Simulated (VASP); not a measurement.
## ScNbTe3: single point with PBE

Crystal: ScNbTe3.

```xyz
5
Lattice="3.6127 2.0858 3.5203 -3.6127 2.0858 3.5203 0.0000 -4.1716 3.5203" Properties=species:S:1:pos:R:3 pbc="T T T"
Sc    0.0000    0.0000    0.0000
Nb    0.0000    0.0000    5.2804
Te   -2.1897   -0.3790    3.5203
Te    1.4230   -1.7068    3.5203
Te    0.7666    2.0858    3.5203
```

```
Program                : VASP 6.6.1
Task                   : single point
Functional             : PBE
Potentials or basis    : VASP PAW PBE potentials, release 64 (Sc_sv, Nb_sv, Te)
Cutoff                 : 520 eV
k mesh                 : 6 × 6 × 6
Occupations            : gaussian, width 0.1 eV
Spin                   : collinear spin
Starting moments       : [0.31, 1.32, 0.0, 0.0, 0.0] μB
Dipole correction      : no
Further INCAR settings : ALGO = Normal; EDIFF = 1e-07; NBANDS = 33
```

The pressure is -0.1 GPa, the largest force is 0.013 eV/Å and the band gap on the k mesh is zero (filled and empty bands overlap). The net moment is 2.00 μB per cell, the site moments are Sc +0.28; Nb +1.27; Te -0.06 μB and the valence electrons inside the program's atomic spheres are Sc 9.24; Nb 10.59; Te 3.44.

Forces in eV/Å, atoms in the order of the input:
```
Sc   0.000  0.000  0.000
Nb   0.000  0.000  0.000
Te   0.007 -0.012  0.000
Te   0.007  0.012  0.000
Te  -0.013  0.000  0.000
```

Levels at points of the mesh, in eV from the Fermi level:
Spin up:
```
           k point  band 19  band 20  band 21  band 22  band 23  band 24  band 25  band 26
(0.00, 0.00, 0.00)    -1.74    -0.86    -0.22    -0.06    -0.06     0.19     0.60     0.60
(0.50, 0.00, 0.00)    -1.72    -1.58    -0.22    -0.15     0.43     0.56     0.93     1.03
(0.50, 0.50, 0.00)    -1.97    -0.74    -0.48    -0.08     0.40     0.44     0.65     0.71
(0.50, 0.50, 0.50)    -0.98    -0.98     0.09     0.09     0.35     0.48     0.53     0.53
```
Spin down:
```tsv
k point	band 17	band 18	band 19	band 20	band 21	band 22	band 23	band 24
(0.00, 0.00, 0.00)	-2.74	-1.62	-1.62	-0.25	0.26	0.49	0.54	0.54
(0.50, 0.00, 0.00)	-2.43	-1.69	-1.64	-1.21	0.48	0.55	0.90	0.95
(0.50, 0.50, 0.00)	-2.57	-2.16	-1.86	-0.40	0.40	0.64	0.70	0.96
(0.50, 0.50, 0.50)	-2.75	-2.75	-0.78	-0.78	0.51	0.51	0.74	1.40
```

Run time: 4.5 min on 1 thread of Intel(R) Xeon(R) Platinum 8488C (Sapphire Rapids), with other jobs on the host, peak memory 0.48 GiB.

Caveat: spin-orbit coupling is left out, which moves the levels of the heavy elements.
